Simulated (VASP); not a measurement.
# GaN (Cmc2_1) in VASP: a series of runs

Runs on GaN. Level: r2SCAN. Tasks: single point.

Everything below comes from runs of VASP 6.6.1. Logs are shortened: lines on timing, memory, paths and dates and some standing lists are left out, and cuts for length are marked.

## Step 1: The cell of the first run

Symmetry: Cmc2_1, No. 36, orthorhombic system. Conventional cell: a = 3.231 Å, b = 5.513 Å, c = 5.184 Å, α = 90.00°, β = 90.00°, γ = 90.00°. Ga (site symmetry m) has 4 N at 1.95 to 1.97 Å within 2.6 Å. N (site symmetry m) has 4 Ga at 1.95 to 1.97 Å within 2.6 Å.

## Step 2: Single point, r2SCAN (strain +0.0150 x Voigt [1, 0, 0, 0, 0, 0])

POSCAR

```
GaN
1.0
    3.2308449096      0.0000000000      0.0000000000
   -1.6154224548      2.7566441058      0.0000000000
    0.0000000000      0.0000000000      5.1835962460
Ga N
2 2
Direct
    0.3333333333      0.6666666667      0.9991101048
    0.6666666667      0.3333333333      0.4991101048
    0.3333333333      0.6666666667      0.3758898952
    0.6666666667      0.3333333333      0.8758898952
```

INCAR.step1

```
SYSTEM = GaN
ALGO = Normal
EDIFF = 1E-4
ENCUT = 520
GGA = PE
ISMEAR = 0
LASPH = .True.
LCHARG = .False.
LREAL = .False.
LWAVE = .True.
NBANDS = 26
NELM = 100
PREC = Accurate
SIGMA = 0.05
```

INCAR.step2

```
SYSTEM = GaN
ALGO = Normal
EDIFF = 1E-6
ENCUT = 520
ISIF = 2
ISMEAR = 0
ISTART = 1
LASPH = .True.
LCHARG = .True.
LELF = .True.
LMIXTAU = .True.
LREAL = .False.
LVHAR = .True.
LWAVE = .False.
METAGGA = R2SCAN
NBANDS = 26
NELM = 100
PREC = Accurate
SIGMA = 0.05
```

KPOINTS

```
k-points
0
Gamma
  12 12 6
  0 0 0
```

Potentials or basis: VASP PAW PBE potentials, release 64 (Ga_d, N).

On the command line:

```bash
$ cat potpaw_PBE.64/Ga_d/POTCAR potpaw_PBE.64/N/POTCAR > POTCAR
$ cp INCAR.step1 INCAR
$ mpirun -np 1 vasp_std > vasp.out
$ cp INCAR.step2 INCAR
$ mpirun -np 1 vasp_std > vasp.out
```

OUTCAR:

```text
SYSTEM = GaN
   EDIFF = 1E-6
   ENCUT = 520
   ISIF = 2
   ISMEAR = 0
   ISTART = 1
   LASPH = .True.
   LREAL = .False.
   METAGGA = R2SCAN
   NELM = 100
   PREC = Accurate

 ion  position               nearest neighbor table
   1  0.333  0.667  0.999-   4 1.95   3 1.95   4 1.97   4 1.97
   2  0.667  0.333  0.499-   3 1.95   4 1.95   3 1.97   3 1.97
   3  0.333  0.667  0.376-   2 1.95   1 1.95   2 1.97   2 1.97
   4  0.667  0.333  0.876-   1 1.95   2 1.95   1 1.97   1 1.97

  Warning from LATTYP: Monoclinic adjustment (A1->A3, A2->A1, A3->A2)!
  LATTYP: Found a base centered orthorhombic cell.
 ALAT       =     3.2308449096
 B/A-ratio  =     1.7064539976
 C/A-ratio  =     1.6044088748

  Lattice vectors:

 A1 = (   1.6154224548,  -2.7566441058,   0.0000000000)
 A2 = (   1.6154224548,   2.7566441058,   0.0000000000)
 A3 = (   0.0000000000,   0.0000000000,   5.1835962460)

Analysis of symmetry for initial positions (statically):
=====================================================================
 Subroutine PRICEL returns:
 Original cell was already a primitive cell.

 Routine SETGRP: Setting up the symmetry group for a
 base centered orthorhombic supercell.

 Subroutine GETGRP returns: Found  4 space group operations
 (whereof  2 operations were pure point group operations)
 out of a pool of  8 trial point group operations.

The static configuration has the point symmetry C_1h.
 The point group associated with its full space group is C_2v.

Analysis of symmetry for dynamics (positions and initial velocities):
=====================================================================
 Subroutine PRICEL returns:
 Original cell was already a primitive cell.

 Routine SETGRP: Setting up the symmetry group for a
 base centered orthorhombic supercell.

 Subroutine GETGRP returns: Found  4 space group operations
 (whereof  2 operations were pure point group operations)
 out of a pool of  8 trial point group operations.

The dynamic configuration has the point symmetry C_1h.
 The point group associated with its full space group is C_2v.

 Subroutine INISYM returns: Found  4 space group operations
 (whereof  2 operations are pure point group operations),
 and found     1 'primitive' translations

----------------------------------------------------------------------------------------

                                     Primitive cell

  volume of cell :      46.1666

  direct lattice vectors                    reciprocal lattice vectors
     3.230844910  0.000000000  0.000000000     0.309516559  0.181379961  0.000000000
    -1.615422455  2.756644106  0.000000000     0.000000000  0.362759922  0.000000000
     0.000000000  0.000000000  5.183596246     0.000000000  0.000000000  0.192916260

  length of vectors
     3.230844910  3.195101944  5.183596246     0.358746694  0.362759922  0.192916260

  position of ions in fractional coordinates (direct lattice)
     0.333333333  0.666666667  0.999110105
     0.666666667  0.333333333  0.499110105
     0.333333333  0.666666667  0.375889895
     0.666666667  0.333333333  0.875889895

  ion indices of the primitive-cell ions
   primitive index   ion index
                 1           1
                 2           2
                 3           3
                 4           4

----------------------------------------------------------------------------------------

 KPOINTS: k-points

Automatic generation of k-mesh.
 Grid dimensions read from file:
 generate k-points for:   12   12    6

 Generating k-lattice:

  Cartesian coordinates                     Fractional coordinates (reciprocal lattice)
     0.025793047  0.015114997  0.000000000     0.083333333  0.000000000  0.000000000
     0.000000000  0.030229993  0.000000000     0.000000000  0.083333333  0.000000000
     0.000000000  0.000000000  0.032152710     0.000000000  0.000000000  0.166666667

  Length of vectors
     0.029895558  0.030229993  0.032152710

  Shift w.r.t. Gamma in fractional coordinates (k-lattice)
     0.000000000  0.000000000  0.000000000

 Subroutine IBZKPT returns following result:
 ===========================================

 Found    172 irreducible k-points:

 Following reciprocal coordinates:
            Coordinates               Weight
  0.000000  0.000000  0.000000      1.000000
  0.083333  0.000000  0.000000      4.000000
  0.166667  0.000000  0.000000      4.000000
  0.250000  0.000000  0.000000      4.000000
  0.333333  0.000000  0.000000      4.000000
  0.416667  0.000000  0.000000      4.000000
[... 16 lines left out ...]
  0.333333  0.166667  0.000000      4.000000
  0.416667  0.166667  0.000000      4.000000
 [... further k-points ...]
   k-points           NKPTS =    172   k-points in BZ     NKDIM =    172   number of bands    NBANDS=     26
   number of dos      NEDOS =    301   number of ions     NIONS =      4
   total plane-waves  NPLWV =  23040
   dimension x,y,z NGX =    24 NGY =   24 NGZ =   40
[... 67 lines left out ...]
 Fermi energy:         5.2033233535

 k-point     1 :       0.0000    0.0000    0.0000
  band No.  band energies     occupation
      1     -11.7442      2.00000
      2     -10.7759      2.00000
      3      -8.8796      2.00000
      4      -8.8638      2.00000
      5      -8.8590      2.00000
      6      -8.7975      2.00000
[... 18 lines left out ...]
     25      17.1552      0.00000
     26      17.4096      0.00000

 k-point     2 :       0.0833    0.0000    0.0000
  band No.  band energies     occupation
      1     -11.6780      2.00000
      2     -10.7575      2.00000
      3      -8.8729      2.00000
      4      -8.8508      2.00000
      5      -8.8394      2.00000
      6      -8.7880      2.00000
[... 18 lines left out ...]
     25      16.8731      0.00000
     26      17.5134      0.00000

 k-point     3 :       0.1667    0.0000    0.0000
  band No.  band energies     occupation
      1     -11.4965      2.00000
      2     -10.7115      2.00000
      3      -8.8498      2.00000
      4      -8.8269      2.00000
      5      -8.7791      2.00000
      6      -8.7479      2.00000
[... 18 lines left out ...]
     25      16.9885      0.00000
     26      17.8808      0.00000

 k-point     4 :       0.2500    0.0000    0.0000
  band No.  band energies     occupation
      1     -11.2512      2.00000
      2     -10.6588      2.00000
      3      -8.8245      2.00000
      4      -8.8023      2.00000
      5      -8.7301      2.00000
      6      -8.6944      2.00000
[... 18 lines left out ...]
     25      17.0044      0.00000
     26      18.3784      0.00000

 k-point     5 :       0.3333    0.0000    0.0000
  band No.  band energies     occupation
      1     -11.0178      2.00000
      2     -10.6187      2.00000
      3      -8.8086      2.00000
      4      -8.7880      2.00000
      5      -8.6957      2.00000
      6      -8.6470      2.00000
[... 18 lines left out ...]
     25      17.1778      0.00000
     26      18.8829      0.00000

 k-point     6 :       0.4167    0.0000    0.0000
  band No.  band energies     occupation
      1     -10.8601      2.00000
      2     -10.5990      2.00000
      3      -8.8043      2.00000
      4      -8.7834      2.00000
      5      -8.6818      2.00000
      6      -8.6268      2.00000
[... 427 lines left out ...]
 k-point    21 :       0.1667    0.1667    0.0000
  band No.  band energies     occupation
      1     -11.1230      2.00000
      2     -10.6355      2.00000
      3      -8.8099      2.00000
      4      -8.7901      2.00000
      5      -8.7151      2.00000
      6      -8.6922      2.00000
[... 18 lines left out ...]
     25      16.6935      0.00000
     26      19.0911      0.00000

 k-point    22 :       0.2500    0.1667    0.0000
  band No.  band energies     occupation
      1     -10.9282      2.00000
      2     -10.6082      2.00000
      3      -8.8161      2.00000
      4      -8.7636      2.00000
      5      -8.6784      2.00000
      6      -8.6554      2.00000
[... 18 lines left out ...]
     25      16.4427      0.00000
     26      19.4723      0.00000

 k-point    23 :       0.3333    0.1667    0.0000
  band No.  band energies     occupation
      1     -10.7949      2.00000
      2     -10.5992      2.00000
      3      -8.8245      2.00000
      4      -8.7506      2.00000
      5      -8.6478      2.00000
      6      -8.6359      2.00000
[... 18 lines left out ...]
     25      17.1751      0.00000
     26      19.2473      0.00000

 k-point    24 :       0.4167    0.1667    0.0000
  band No.  band energies     occupation
      1     -10.7476      2.00000
      2     -10.6008      2.00000
      3      -8.8282      2.00000
      4      -8.7477      2.00000
      5      -8.6404      2.00000
      6      -8.6314      2.00000
[... 18 lines left out ...]
     25      18.2059      0.00000
     26      18.7861      0.00000

 [... further k-points ...]

------------------------ aborting loop because EDIFF is reached ----------------------------------------

  FORCE on cell =-STRESS in cart. coord.  units (eV):
  Direction    XX          YY          ZZ          XY          YZ          ZX
  --------------------------------------------------------------------------------------
  -------------------------------------------------------------------------------------
  Total       -1.4389158     -0.1162572      0.0182206      0.0000000      0.0000000      0.0000000
  in kB      -49.9364858     -4.0346197      0.6323311      0.0000000      0.0000000      0.0000000
  external PRESSURE =     -17.7795915 kB  Pullay stress =       0.0000000 kB

 VOLUME and BASIS-vectors are now :
 -----------------------------------------------------------------------------
  energy-cutoff  :      520.00
  volume of cell :       46.17
      direct lattice vectors                 reciprocal lattice vectors
     3.230844910  0.000000000  0.000000000     0.309516559  0.181379961  0.000000000
    -1.615422455  2.756644106  0.000000000     0.000000000  0.362759922  0.000000000
     0.000000000  0.000000000  5.183596246     0.000000000  0.000000000  0.192916260

 POSITION                                       TOTAL-FORCE (eV/Angst)
 -----------------------------------------------------------------------------------
     -0.00000      1.83776      5.17898         0.000000     -0.112017     -0.069955
      1.61542      0.91888      2.58719         0.000000      0.112017     -0.069955
     -0.00000      1.83776      1.94846         0.000000     -0.137491      0.069955
      1.61542      0.91888      4.54026         0.000000      0.137491      0.069955
 -----------------------------------------------------------------------------------
    total drift:                                0.000002      0.000004      0.029386

  FREE ENERGIE OF THE ION-ELECTRON SYSTEM (eV)
  ---------------------------------------------------
  free  energy   TOTEN  =       -43.8129916470 eV

  energy  without entropy=      -43.8129916470  energy(sigma->0) =      -43.81299165
```

Wall time 15 min (1 thread of Oxide Virtual Turin-like, shared host); peak memory 0.26 GiB.

What came out:

```
Free energy            : -43.8130 eV
Pressure               : -1.8 GPa
Largest force          : 0.154 eV/Å
Band gap on the k mesh : 2.23 eV, direct
```

Forces in eV/Å, atoms in the order of the input:
```
Ga   0.000 -0.112 -0.070
Ga   0.000  0.112 -0.070
N    0.000 -0.137  0.070
N    0.000  0.137  0.070
```

Stress tensor (GPa, compression positive):
```
-4.99  0.00  0.00
 0.00 -0.40  0.00
 0.00  0.00  0.06
```

Levels at points of the mesh, in eV from the valence-band top:
| k point | band 14 | band 15 | band 16 | band 17 | band 18 | band 19 | band 20 | band 21 | band 22 | band 23 |
| --- | --- | --- | --- | --- | --- | --- | --- | --- | --- | --- |
| (0.00, 0.00, 0.00) | -1.14 | -1.08 | -0.06 | -0.04 | 0.00 | 2.23 | 4.61 | 9.90 | 10.30 | 10.54 |
| (0.50, 0.00, 0.00) | -5.33 | -4.29 | -2.79 | -2.22 | -0.99 | 5.55 | 6.07 | 6.51 | 9.18 | 11.02 |
| (0.00, 0.50, 0.00) | -5.33 | -4.21 | -2.93 | -2.23 | -1.10 | 5.28 | 5.90 | 6.58 | 9.30 | 10.76 |
| (0.00, 0.00, 0.50) | -3.89 | -0.61 | -0.61 | -0.55 | -0.55 | 4.62 | 4.62 | 9.11 | 9.11 | 10.81 |
| (0.50, 0.00, 0.50) | -6.67 | -1.97 | -1.97 | -1.92 | -1.92 | 4.87 | 4.87 | 8.34 | 8.34 | 10.64 |
| (0.00, 0.50, 0.50) | -6.64 | -2.09 | -2.09 | -1.90 | -1.90 | 4.77 | 4.77 | 8.28 | 8.28 | 10.67 |

Caveat: the cell differs from its parent crystal (strain +0.0150 x Voigt [1, 0, 0, 0, 0, 0]); the PAW data sets were made with another functional, which shifts forces and pressure a little.

## Step 3: Single point, r2SCAN (strain +0.0300 x Voigt [1, 0, 0, 0, 0, 0])

Changes to POSCAR since step 2:

```diff
@@ -2,4 +2,4 @@
 1.0
-    3.2308449096      0.0000000000      0.0000000000
-   -1.6154224548      2.7566441058      0.0000000000
+    3.2785913861      0.0000000000      0.0000000000
+   -1.6392956931      2.7566441058      0.0000000000
     0.0000000000      0.0000000000      5.1835962460
```

INCAR.step1

```
SYSTEM = GaN
PREC = Accurate
ENCUT = 520
ISMEAR = 0
SIGMA = 0.05
LREAL = .False.
LASPH = .True.
NELM = 60
NBANDS = 26
GGA = PE
ALGO = Normal
EDIFF = 1E-4
LWAVE = .True.
LCHARG = .False.
```

INCAR.step2

```
SYSTEM = GaN
PREC = Accurate
ENCUT = 520
EDIFF = 1E-7
ISMEAR = 0
SIGMA = 0.05
LREAL = .False.
LASPH = .True.
NELM = 60
ALGO = Normal
ISIF = 2
LWAVE = .False.
LCHARG = .False.
METAGGA = R2SCAN
LMIXTAU = .True.
NBANDS = 26
ISTART = 1
```

KPOINTS

```
regular mesh
0
Gamma
  12 12 6
  0 0 0
```

Potentials or basis: VASP PAW PBE potentials, release 64 (Ga_d, N).

On the command line:

```bash
$ cat potpaw_PBE.64/Ga_d/POTCAR potpaw_PBE.64/N/POTCAR > POTCAR
$ cp INCAR.step1 INCAR
$ mpirun -np 1 vasp_std > vasp.out
$ cp INCAR.step2 INCAR
$ mpirun -np 1 vasp_std > vasp.out
```

Wall time 17 min (1 thread of Oxide Virtual Turin-like, shared host); peak memory 0.27 GiB.

It converged, with:

* Free energy: -43.7803 eV
* Pressure: -4.3 GPa
* Largest force: 0.284 eV/Å
* Band gap on the k mesh: 2.11 eV, direct

Forces in eV/Å, atoms in the order of the input:
```
Ga   0.000 -0.206 -0.129
Ga   0.000  0.206 -0.129
N    0.000 -0.253  0.129
N    0.000  0.253  0.129
```

Stress tensor (GPa, compression positive):
```
-10.50   0.00   0.00
  0.00  -1.76   0.00
  0.00   0.00  -0.78
```

Levels at points of the mesh, in eV from the valence-band top:
```csv
k point,band 16,band 17,band 18,band 19,band 20,band 21
"(0.00, 0.00, 0.00)",-0.11,-0.04,0.00,2.11,4.42,9.82
"(0.50, 0.00, 0.00)",-2.74,-2.19,-0.94,5.53,6.01,6.48
"(0.00, 0.50, 0.00)",-3.02,-2.22,-1.15,5.00,5.68,6.61
"(0.00, 0.00, 0.50)",-0.66,-0.55,-0.55,4.46,4.46,9.04
"(0.50, 0.00, 0.50)",-1.94,-1.87,-1.87,4.84,4.84,8.26
"(0.00, 0.50, 0.50)",-2.17,-1.85,-1.85,4.64,4.64,8.17
```

Caveat: the cell differs from its parent crystal (strain +0.0300 x Voigt [1, 0, 0, 0, 0, 0]); the PAW data sets were made with another functional, which shifts forces and pressure a little.

## Step 4: Single point, r2SCAN (strain +0.0450 x Voigt [1, 0, 0, 0, 0, 0])

Changes to POSCAR since step 3:

```diff
@@ -2,4 +2,4 @@
 1.0
-    3.2785913861      0.0000000000      0.0000000000
-   -1.6392956931      2.7566441058      0.0000000000
+    3.3263378626      0.0000000000      0.0000000000
+   -1.6631689313      2.7566441058      0.0000000000
     0.0000000000      0.0000000000      5.1835962460
```

INCAR.step1

```
PREC     = Accurate       # precision mode
ENCUT    = 520            # plane-wave cutoff, eV
ISMEAR   = 0              # smearing method
SIGMA    = 0.05           # smearing width, eV
LREAL    = False          # projectors in reciprocal space
LASPH    = True           # aspherical terms in the spheres
NELM     = 100            # most SCF steps
NBANDS   = 26             # bands
GGA      = PE             # functional
ALGO     = Normal         # electronic algorithm
EDIFF    = 1E-4           # SCF threshold, eV
LWAVE    = True           # write WAVECAR
LCHARG   = False          # write CHGCAR
```

INCAR.step2

```
PREC     = Accurate       # precision mode
ENCUT    = 520            # plane-wave cutoff, eV
EDIFF    = 1E-6           # SCF threshold, eV
ISMEAR   = 0              # smearing method
SIGMA    = 0.05           # smearing width, eV
LREAL    = False          # projectors in reciprocal space
LASPH    = True           # aspherical terms in the spheres
NELM     = 100            # most SCF steps
ALGO     = Normal         # electronic algorithm
ISIF     = 2              # what is computed and relaxed
LWAVE    = False          # write WAVECAR
LCHARG   = True           # write CHGCAR
METAGGA  = R2SCAN         # meta-GGA
LMIXTAU  = True         
LELF     = True           # ELF
LVHAR    = True         
NBANDS   = 26             # bands
ISTART   = 1
```

KPOINTS

```
regular mesh
0
Gamma
  12 12 6
```

On the command line:

```bash
$ cat potpaw_PBE.64/Ga_d/POTCAR potpaw_PBE.64/N/POTCAR > POTCAR
$ cp INCAR.step1 INCAR
$ mpirun -np 1 vasp_std > vasp.out
$ cp INCAR.step2 INCAR
$ mpirun -np 1 vasp_std > vasp.out
```

Run time: 22 min. Hardware: 1 thread of Oxide Virtual Turin-like, shared host; peak memory 0.27 GiB.

The run converged. Its results:

```yaml
Free_energy: -43.7258 eV
Pressure: -6.6 GPa
Largest_force: 0.391 eV/Å
Band_gap_on_the_k_mesh: 1.99 eV, direct
```

Forces in eV/Å, atoms in the order of the input:
```
Ga   0.000 -0.285 -0.173
Ga   0.000  0.285 -0.173
N    0.000 -0.351  0.173
N    0.000  0.351  0.173
```

Stress tensor (GPa, compression positive):
```
-15.32   0.00   0.00
  0.00  -2.96   0.00
  0.00   0.00  -1.63
```

Levels at points of the mesh, in eV from the valence-band top:
```
           k point  band 14  band 15  band 16  band 17  band 18  band 19  band 20  band 21  band 22  band 23
(0.00, 0.00, 0.00)    -1.24    -1.09    -0.15    -0.04     0.00     1.99     4.22     9.75     9.77    10.51
(0.50, 0.00, 0.00)    -5.19    -4.25    -2.69    -2.16    -0.89     5.50     5.95     6.46     8.83    10.94
(0.00, 0.50, 0.00)    -5.21    -4.03    -3.09    -2.21    -1.20     4.74     5.47     6.65     9.20    10.22
(0.00, 0.00, 0.50)    -3.81    -0.71    -0.71    -0.56    -0.56     4.31     4.31     8.97     8.97    10.27
(0.50, 0.00, 0.50)    -6.57    -1.91    -1.91    -1.81    -1.81     4.82     4.82     8.17     8.17    10.40
(0.00, 0.50, 0.50)    -6.47    -2.23    -2.23    -1.80    -1.80     4.50     4.50     8.08     8.08    10.50
```

Caveat: the cell differs from its parent crystal (strain +0.0450 x Voigt [1, 0, 0, 0, 0, 0]); the PAW data sets were made with another functional, which shifts forces and pressure a little.

## Step 5: Overview

```tsv
cell	gap on the mesh (eV)	pressure (GPa)	largest force (eV/Å)
a = 3.231, b = 3.195, c = 5.184 Å, angles 90.0, 90.0, 120.4°, 4 atoms	2.23	-1.8	0.15
a = 3.279, b = 3.207, c = 5.184 Å, angles 90.0, 90.0, 120.7°, 4 atoms	2.11	-4.3	0.28
a = 3.326, b = 3.220, c = 5.184 Å, angles 90.0, 90.0, 121.1°, 4 atoms	1.99	-6.6	0.39
```

Alike in all rows: task single point; level r2SCAN; potentials or basis VASP PAW PBE potentials, release 64 (Ga_d, N); no spin polarisation; k mesh 12 × 12 × 6; cutoff (eV) 520; smearing gaussian 0.05 eV.

Caveats: the PAW data sets were made with another functional, which shifts forces and pressure a little.

Absolute energies hang on the potentials; compare differences alone.
